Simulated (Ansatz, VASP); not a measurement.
**Bi2Se3: VASP beside Ansatz**

File INCAR:

```
SYSTEM = Bi2Se3
  ALGO = Normal
  EDIFF = 1E-8
  ENCUT = 520
  GGA = PS
  ISIF = 2
  ISMEAR = -1
  LASPH = .TRUE.
  LCHARG = .FALSE.
  LEFG = .TRUE.
  LREAL = .FALSE.
  LWAVE = .FALSE.
  NBANDS = 32
  NELM = 100
  PREC = Accurate
  SIGMA = 0.03
```

File KPOINTS:

```
k-points
0
G
  6 6 6
  0 0 0
```

Contents of POSCAR:

```
Bi2Se3
1.0
    2.1789124036      1.3121489696      9.5780047997
   -1.9640861900      1.2707189836      9.5365748138
    0.0715336865     -2.2965080533      9.5214103865
Bi Se
2 3
Direct
    0.4008000000      0.4008000000      0.4008000000
    0.5992000000      0.5992000000      0.5992000000
    0.0000000000      0.0000000000      0.0000000000
    0.2117000000      0.2117000000      0.2117000000
    0.7883000000      0.7883000000      0.7883000000
```

Input for Ansatz:

```yaml
crystal:
  lattice:
    - [2.1789124036, 1.3121489696, 9.5780047997]
    - [-1.96408619, 1.2707189836, 9.5365748138]
    - [0.0715336865, -2.2965080533, 9.5214103865]
  atoms:
    - { symbol: Bi, position: [0.4008, 0.4008, 0.4008] }
    - { symbol: Bi, position: [0.5992, 0.5992, 0.5992] }
    - { symbol: Se, position: [0.0, 0.0, 0.0] }
    - { symbol: Se, position: [0.2117, 0.2117, 0.2117] }
    - { symbol: Se, position: [0.7883, 0.7883, 0.7883] }
kpoints:
  mp_grid: { grid: [6, 6, 6] }
scf:
  occupations: { method: fermi_dirac, width: 0.03 }
hamiltonian:
  xc: pbesol
  pseudopotentials: { kind: paw }
output:
  forces: true
  stress: true
  eigenvalues: true
  efg: { contact_densities: true }
  write_density: true
  write_potential: true
  elf: true
  volumetric_format: npy
```

Change from the starting cell: equal xy, yz and zx shear strains of +2 %, PAW files.

Alike in both runs: task electric field gradients; functional PBEsol; k mesh 6 × 6 × 6; occupations fermi-dirac, width 0.03 eV; no spin polarisation.

|  | VASP | Ansatz |
| --- | --- | --- |
| version | VASP 6.6.1 | Ansatz 0.2.0 |
| potentials or method | VASP PAW PBE potentials, release 64 (Bi_d, Se) | PAW with Ansatz's default frozen-core files, scalar-relativistic |
| plane-wave cutoff (eV) | 520 | 420 |
| valence electrons in the cell | 48 | 78 |

Ansatz gave:

- pressure (GPa): -0.3
- traceless stress, the component that is largest in VASP (GPa): -1.14
- rms of the force components (eV/Å): 0.100
- size of Vzz on the site where it differs most (V/Å²): 51.6

Which values does VASP return?

Pressure (GPa): -0.3; traceless stress, the component that is largest in VASP (GPa): -1.14; rms of the force components (eV/Å): 0.106; size of Vzz on the site where it differs most (V/Å²): 48.8.

VASP's potentials were made for PBE, not for PBEsol. Atom by atom the forces differ by 0.008 eV/Å (rms over components). VASP's potentials hold 48 valence electrons a cell and Ansatz's 78, so a difference there can come from the potentials and not from the codes.

Neither program's run includes spin-orbit coupling.
